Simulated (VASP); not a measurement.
Set up this calculation in VASP 6.6.1, as the native input.

```yaml
Task: single point
Functional: r2SCAN
Potentials_or_basis: VASP PAW PBE potentials, release 64 (Mg, B)
Cutoff: 520 eV
k_mesh: 14 × 14 × 12
Occupations: gaussian, width 0.05 eV
Spin: no spin polarisation
Dipole_correction: no
Further_INCAR_settings: ALGO = Normal; EDIFF = 1e-06; NBANDS = 11
```

MgB2:

```
Mg B
1.0
     3.08634    0.00000    0.00000
    -1.54317    2.67285    0.00000
     0.00000    0.00000    3.53960
Mg B
1 2
Direct
  0.00000 0.00000 0.00000
  0.33333 0.66667 0.50000
  0.66667 0.33333 0.50000
```

This cell differs from its parent crystal: volume scaled by 1.020.

These files were run (other wordings do the same):

POSCAR

```
MgB2
1.0
    3.0863405688      0.0000000000      0.0000000000
   -1.5431702844      2.6728493373      0.0000000000
    0.0000000000      0.0000000000      3.5396031193
Mg B
1 2
Direct
    0.0000000000      0.0000000000      0.0000000000
    0.3333333333      0.6666666667      0.5000000000
    0.6666666667      0.3333333333      0.5000000000
```

INCAR.step1

```
ALGO = Normal
EDIFF = 1E-4
ENCUT = 520
GGA = PE
ISMEAR = 0
LASPH = T
LCHARG = F
LREAL = F
LWAVE = T
NBANDS = 11
NELM = 80
PREC = Accurate
SIGMA = 0.05
```

INCAR.step2

```
ALGO = Normal
EDIFF = 1E-6
ENCUT = 520
ISIF = 2
ISMEAR = 0
ISTART = 1
LASPH = T
LCHARG = F
LMIXTAU = T
LREAL = F
LWAVE = F
METAGGA = R2SCAN
NBANDS = 11
NELM = 80
PREC = Accurate
SIGMA = 0.05
```

KPOINTS

```
k-points
0
Gamma
  14 14 12
```

Potentials or basis: VASP PAW PBE potentials, release 64 (Mg, B).

Command:

```sh
$ cat potpaw_PBE.64/Mg/POTCAR potpaw_PBE.64/B/POTCAR > POTCAR
$ cp INCAR.step1 INCAR
$ mpirun -np 1 vasp_std > vasp.out
$ cp INCAR.step2 INCAR
$ mpirun -np 1 vasp_std > vasp.out
```

It gave:

| Property | Result |
| --- | --- |
| Pressure | -3.2 GPa |
| Band gap on the k mesh | zero (band 4 reaches 6.67 eV, above the bottom of band 5 at 3.57 eV) |

Caveat: the PAW data sets were made with another functional, which shifts forces and pressure a little.

Wall time 4.8 min on 1 thread of AMD EPYC 7R13, on a shared host, peak memory 0.16 GiB.
